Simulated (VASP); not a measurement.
# SnSe2 (Fm-3m) in VASP: a series of runs, part 2 of 2

VASP 6.6.1. The steps go on from the part before.

### Step 3. Single point, PBE

INCAR

```
SYSTEM = SnSe2
PREC     = Accurate       ! precision mode
ENCUT    = 500            ! plane-wave cutoff, eV
EDIFF    = 1E-6           ! SCF threshold, eV
ISMEAR   = 1              ! smearing method
SIGMA    = 0.05           ! smearing width, eV
LREAL    = .FALSE.        ! projectors in reciprocal space
LASPH    = .TRUE.         ! aspherical terms in the spheres
NELM     = 120            ! most SCF steps
ALGO     = Normal         ! electronic algorithm
ISIF     = 2              ! what is computed and relaxed
LWAVE    = .FALSE.        ! write WAVECAR
LCHARG   = .TRUE.         ! write CHGCAR
GGA      = PE             ! functional
LELF     = .TRUE.         ! ELF
LVHAR    = .TRUE.       
NBANDS   = 20             ! bands
GGA_COMPAT= .FALSE.
```

KPOINTS

```
regular mesh
0
G
  4 4 4
  0 0 0
```

POSCAR

```
SnSe2
1.0
    0.0000000000      3.4068553702      3.4068553702
    3.4068553702      0.0000000000      3.4068553702
    3.4068553702      3.4068553702      0.0000000000
Sn Se
1 2
Direct
    0.0000000000      0.0000000000      0.0000000000
    0.2500000000      0.2500000000      0.2500000000
    0.7500000000      0.7500000000      0.7500000000
```

Potentials or basis: VASP PAW PBE potentials, release 64 (Sn_d, Se).

Command:

```bash
$ cat potpaw_PBE.64/Sn_d/POTCAR potpaw_PBE.64/Se/POTCAR > POTCAR
$ mpirun -np 1 vasp_std > vasp.out
```

OUTCAR:

```text
SYSTEM = SnSe2
   PREC = Accurate
   ENCUT = 500
   EDIFF = 1E-6
   ISMEAR = 1
   LREAL = .FALSE.
   LASPH = .TRUE.
   NELM = 120
   ISIF = 2
   GGA = PE

 ion  position               nearest neighbor table
   1  0.000  0.000  0.000-   3 2.95   3 2.95   3 2.95   2 2.95   2 2.95   2 2.95   3 2.95   2 2.95

   2  0.250  0.250  0.250-   1 2.95   1 2.95   1 2.95   1 2.95
   3  0.750  0.750  0.750-   1 2.95   1 2.95   1 2.95   1 2.95

  LATTYP: Found a face centered cubic cell.
 ALAT       =     6.8137107404

  Lattice vectors:

 A1 = (   0.0000000000,   3.4068553702,   3.4068553702)
 A2 = (   3.4068553702,   0.0000000000,   3.4068553702)
 A3 = (   3.4068553702,   3.4068553702,   0.0000000000)

Analysis of symmetry for initial positions (statically):
=====================================================================
 Subroutine PRICEL returns:
 Original cell was already a primitive cell.

 Routine SETGRP: Setting up the symmetry group for a
 face centered cubic supercell.

 Subroutine GETGRP returns: Found 48 space group operations
 (whereof 48 operations were pure point group operations)
 out of a pool of 48 trial point group operations.

The static configuration has the point symmetry O_h .

Analysis of symmetry for dynamics (positions and initial velocities):
=====================================================================
 Subroutine PRICEL returns:
 Original cell was already a primitive cell.

 Routine SETGRP: Setting up the symmetry group for a
 face centered cubic supercell.

 Subroutine GETGRP returns: Found 48 space group operations
 (whereof 48 operations were pure point group operations)
 out of a pool of 48 trial point group operations.

The dynamic configuration has the point symmetry O_h .

 Subroutine INISYM returns: Found 48 space group operations
 (whereof 48 operations are pure point group operations),
 and found     1 'primitive' translations

----------------------------------------------------------------------------------------

                                     Primitive cell

  volume of cell :      79.0844

  direct lattice vectors                    reciprocal lattice vectors
     0.000000000  3.406855370  3.406855370    -0.146762908  0.146762908  0.146762908
     3.406855370  0.000000000  3.406855370     0.146762908 -0.146762908  0.146762908
     3.406855370  3.406855370  0.000000000     0.146762908  0.146762908 -0.146762908

  length of vectors
     4.818021070  4.818021070  4.818021070     0.254200813  0.254200813  0.254200813

  position of ions in fractional coordinates (direct lattice)
     0.000000000  0.000000000  0.000000000
     0.250000000  0.250000000  0.250000000
     0.750000000  0.750000000  0.750000000

  ion indices of the primitive-cell ions
   primitive index   ion index
                 1           1
                 2           2
                 3           3

----------------------------------------------------------------------------------------

 KPOINTS: regular mesh

Automatic generation of k-mesh.
 Grid dimensions read from file:
 generate k-points for:    4    4    4

 Generating k-lattice:

  Cartesian coordinates                     Fractional coordinates (reciprocal lattice)
    -0.036690727  0.036690727  0.036690727     0.250000000  0.000000000  0.000000000
     0.036690727 -0.036690727  0.036690727     0.000000000  0.250000000  0.000000000
     0.036690727  0.036690727 -0.036690727     0.000000000  0.000000000  0.250000000

  Length of vectors
     0.063550203  0.063550203  0.063550203

  Shift w.r.t. Gamma in fractional coordinates (k-lattice)
     0.000000000  0.000000000  0.000000000

 Subroutine IBZKPT returns following result:
 ===========================================

 Found      8 irreducible k-points:

 Following reciprocal coordinates:
            Coordinates               Weight
  0.000000  0.000000  0.000000      1.000000
  0.250000  0.000000  0.000000      8.000000
  0.500000  0.000000  0.000000      4.000000
  0.250000  0.250000  0.000000      6.000000
  0.500000  0.250000  0.000000     24.000000
 -0.250000  0.250000  0.000000     12.000000
  0.500000  0.500000  0.000000      3.000000
 -0.250000  0.500000  0.250000      6.000000
   k-points           NKPTS =      8   k-points in BZ     NKDIM =      8   number of bands    NBANDS=     20
   number of dos      NEDOS =    301   number of ions     NIONS =      3
   total plane-waves  NPLWV =  46656
   dimension x,y,z NGX =    36 NGY =   36 NGZ =   36
   dimension x,y,z NGXF=    72 NGYF=   72 NGZF=   72
   ions per type =               1   2
   NGX,Y,Z   is equivalent  to a cutoff of  12.42, 12.42, 12.42 a.u.
   NGXF,Y,Z  is equivalent  to a cutoff of  24.84, 24.84, 24.84 a.u.
 SYSTEM =  SnSe2
   PREC   = accura    normal or accurate (medium, high low for compatibility)
   ISTART =      0    job   : 0-new  1-cont  2-samecut
   ICHARG =      2    charge: 1-file 2-atom 10-const
   ISPIN  =      1    spin polarized calculation?
   LNONCOLLINEAR =      F non collinear calculations
   LSORBIT =      F    spin-orbit coupling
   LASPH  =      T    aspherical Exc in radial PAW
   ENCUT  =  500.0 eV  36.75 Ry    6.06 a.u.   8.78  8.78  8.78*2*pi/ulx,y,z
   NELM   =    120;   NELMIN=  2; NELMDL= -5     # of ELM steps
   EDIFF  = 0.1E-05   stopping-criterion for ELM
   LREAL  =      F    real-space projection
   EDIFFG = 0.1E-04   stopping-criterion for IOM
   NSW    =      0    number of steps for IOM
   IBRION =     -1    ionic relax: 0-MD 1-quasi-New 2-CG
   NFREE  =      0    steps in history (QN), initial steepest desc. (CG)
   ISIF   =      2    stress and relaxation
   ISYM   =      2    0-nonsym 1-usesym 2-fastsym
   POTIM  = 0.5000    time-step for ionic-motion
   TEBEG  =    0.0;   TEEND  =   0.0 temperature during run
   PSTRESS=    0.0 pullay stress
   NELECT =      26.0000    total number of electrons
   NUPDOWN=      -1.0000    fix difference up-down
   EMIN   =  10.00;   EMAX   =-10.00  energy-range for DOS
   EFERMI =   0.00;   METHOD = LEGACY
   ISMEAR =     1;   SIGMA  =   0.05  broadening in eV -4-tet -1-fermi 0-gaus
   EFERMI_NEDOS =   21; number of points for ismear=-14 and -15
   IALGO  =     38    algorithm
   IMIX   =      4    mixing-type and parameters
     AMIX     =   0.40;   BMIX     =  1.00
     AMIX_MAG =   1.60;   BMIX_MAG =  1.00
  volume/ion in A,a.u.               =      26.36       177.90
  Fermi-wavevector in a.u.,A,eV,Ry     =   1.129888  2.135180 17.369851  1.276648
  Thomas-Fermi vector in A             =   2.266583
   LORBIT       =      0    0 simple, 1 ext, 2 COOP (PROOUT), +10 PAW based schemes
   GGA     = PE    functional components
   LHFCALC =     F    Hartree Fock is set to
   AEXX    =    0.0000 exact exchange contribution
   IVDW    =     0    specifies the selected vdW correction
   LEPSILON=     F    determine dielectric tensor
   LRPA    =     F    only Hartree local field effects (RPA)
 non-spin polarized calculation
 Methfessel and Paxton  Order N= 1 SIGMA  =   0.05
  energy-cutoff  :      500.00
  volume of cell :       79.08
 maximum number of plane-waves:      2044
   NGX = 17   NGY = 17   NGZ = 17

 number of electron      26.0000002 magnetization

 Free energy of the ion-electron system (eV)
  ---------------------------------------------------
  ext. energy  EPLUGINS =         0.00000000
  ---------------------------------------------------
  free energy    TOTEN  =       -10.51496792 eV

  energy without entropy =      -10.50716792  energy(sigma->0) =      -10.51236792

 E-fermi :   4.5254     XC(G=0):  -9.4612

 val. band max:        4.5246228861   @ k =   0.5000   0.2500   0.0000
 cond. band min:       4.5318162847   @ k =  -0.2500   0.2500   0.0000
 fundamental gap:      0.0071933987
 Fermi energy:         4.5253597860

 k-point     1 :       0.0000    0.0000    0.0000
  band No.  band energies     occupation
      1     -16.8777      2.00000
      2     -16.8777      2.00000
      3     -16.8777      2.00000
      4     -16.8616      2.00000
      5     -16.8616      2.00000
      6      -9.5031      2.00000
[... 12 lines left out ...]
     19      10.5147      0.00000
     20      11.2231      0.00000
[... 139 lines left out ...]
 k-point     8 :      -0.2500    0.5000    0.2500
  band No.  band energies     occupation
      1     -16.8804      2.00000
      2     -16.8804      2.00000
      3     -16.8699      2.00000
      4     -16.8626      2.00000
      5     -16.8604      2.00000
      6      -7.9248      2.00000
[... 12 lines left out ...]
     19      13.4605      0.00000
     20      13.4605      0.00000

------------------------ aborting loop because EDIFF is reached ----------------------------------------

  FORCE on cell =-STRESS in cart. coord.  units (eV):
  Direction    XX          YY          ZZ          XY          YZ          ZX
  --------------------------------------------------------------------------------------
  -------------------------------------------------------------------------------------
  Total        0.8272074      0.8272074      0.8272074      0.0000000      0.0000000      0.0000000
  in kB       16.7584515     16.7584515     16.7584515      0.0000000      0.0000000      0.0000000
  external PRESSURE =      16.7584515 kB  Pullay stress =       0.0000000 kB

 VOLUME and BASIS-vectors are now :
 -----------------------------------------------------------------------------
  energy-cutoff  :      500.00
  volume of cell :       79.08
      direct lattice vectors                 reciprocal lattice vectors
     0.000000000  3.406855370  3.406855370    -0.146762908  0.146762908  0.146762908
     3.406855370  0.000000000  3.406855370     0.146762908 -0.146762908  0.146762908
     3.406855370  3.406855370  0.000000000     0.146762908  0.146762908 -0.146762908

 POSITION                                       TOTAL-FORCE (eV/Angst)
 -----------------------------------------------------------------------------------
      0.00000      0.00000      0.00000         0.000000      0.000000      0.000000
      1.70343      1.70343      1.70343         0.000000      0.000000      0.000000
      5.11028      5.11028      5.11028        -0.000000     -0.000000     -0.000000
 -----------------------------------------------------------------------------------
    total drift:                               -0.000000      0.000000      0.000000

  FREE ENERGIE OF THE ION-ELECTRON SYSTEM (eV)
  ---------------------------------------------------
  free  energy   TOTEN  =       -10.5149679199 eV

  energy  without entropy=      -10.5071679207  energy(sigma->0) =      -10.51236792
```

Run time: 25 s. Hardware: 1 thread of Intel Xeon Platinum 8488C (Sapphire Rapids), shared host; peak memory 0.2 GiB.

What came out:

```yaml
Free_energy: -10.5150 eV
Pressure: 1.7 GPa
Band_gap_on_the_k_mesh: zero (bands 13 and 14 overlap by 1.86 eV)
```

Caveat: the k points lie up to 0.40 Å⁻¹ apart, too coarse for converged energies and pressures of a metal; spin-orbit coupling is left out, which moves the levels of the heavy elements.

### Step 4. Single point, PBE

INCAR

```
PREC     = Accurate       # precision mode
ENCUT    = 500            # plane-wave cutoff, eV
EDIFF    = 1E-6           # SCF threshold, eV
ISMEAR   = -1             # smearing method
SIGMA    = 0.02           # smearing width, eV
LREAL    = F              # projectors in reciprocal space
LASPH    = T              # aspherical terms in the spheres
NELM     = 120            # most SCF steps
ALGO     = Normal         # electronic algorithm
ISIF     = 2              # what is computed and relaxed
LWAVE    = F              # write WAVECAR
LCHARG   = F              # write CHGCAR
GGA      = PE             # functional
NBANDS   = 20             # bands
ISYM     = 0            
GGA_COMPAT= F
```

KPOINTS

```
regular mesh
0
Gamma
  4 4 4
```

POSCAR is that of step 3.

Command:

```bash
$ cat potpaw_PBE.64/Sn_d/POTCAR potpaw_PBE.64/Se/POTCAR > POTCAR
$ mpirun -np 1 vasp_std > vasp.out
```

It took 55 s on 1 thread of Intel Xeon Platinum 8488C (Sapphire Rapids), shared host; peak memory 0.23 GiB.

It converged, with:

```
Free energy            : -10.5226 eV
Pressure               : 1.7 GPa
Band gap on the k mesh : zero (bands 13 and 14 overlap by 1.86 eV)
```

Levels at points of the mesh, in eV from the Fermi level:
| k point | band 10 | band 11 | band 12 | band 13 | band 14 | band 15 | band 16 | band 17 |
| --- | --- | --- | --- | --- | --- | --- | --- | --- |
| (0.00, 0.00, 0.00) | -2.83 | -2.83 | -1.44 | -1.44 | -1.44 | 2.03 | 2.03 | 2.03 |
| (0.50, 0.00, 0.00) | -3.15 | -2.90 | -2.04 | -2.04 | 1.12 | 4.10 | 4.10 | 5.62 |
| (0.00, 0.50, 0.00) | -3.15 | -2.90 | -2.04 | -2.04 | 1.12 | 4.10 | 4.10 | 5.62 |
| (0.00, 0.00, 0.50) | -3.15 | -2.90 | -2.04 | -2.04 | 1.12 | 4.10 | 4.10 | 5.62 |
| (0.50, 0.50, 0.50) | -3.15 | -2.90 | -2.04 | -2.04 | 1.12 | 4.10 | 4.10 | 5.62 |
| (0.50, 0.50, 0.00) | -4.61 | -1.19 | 0.22 | 0.22 | 0.72 | 2.65 | 5.41 | 5.41 |
| (0.00, 0.50, 0.50) | -4.61 | -1.19 | 0.22 | 0.22 | 0.72 | 2.65 | 5.41 | 5.41 |
| (0.50, 0.00, 0.50) | -4.61 | -1.19 | 0.22 | 0.22 | 0.72 | 2.65 | 5.41 | 5.41 |

Caveat: the k points lie up to 0.40 Å⁻¹ apart, too coarse for converged energies and pressures of a metal; spin-orbit coupling is left out, which moves the levels of the heavy elements.

### Step 5. Overview

| k mesh | smearing | gap on the mesh (eV) | pressure (GPa) |
| --- | --- | --- | --- |
| 2 × 2 × 2 | fermi-dirac 0.02 eV | none | -2.0 |
| 4 × 4 × 4 | methfessel-paxton 0.05 eV | none | 1.7 |
| 4 × 4 × 4 | fermi-dirac 0.02 eV | none | 1.7 |

Alike in all rows: task single point; level PBE; potentials or basis VASP PAW PBE potentials, release 64 (Sn_d, Se); no spin polarisation; cell as given; cutoff (eV) 500.

Caveats: all runs use coarse meshes; spin-orbit coupling is left out, which moves the levels of the heavy elements.

Absolute energies hang on the potentials; compare differences alone.
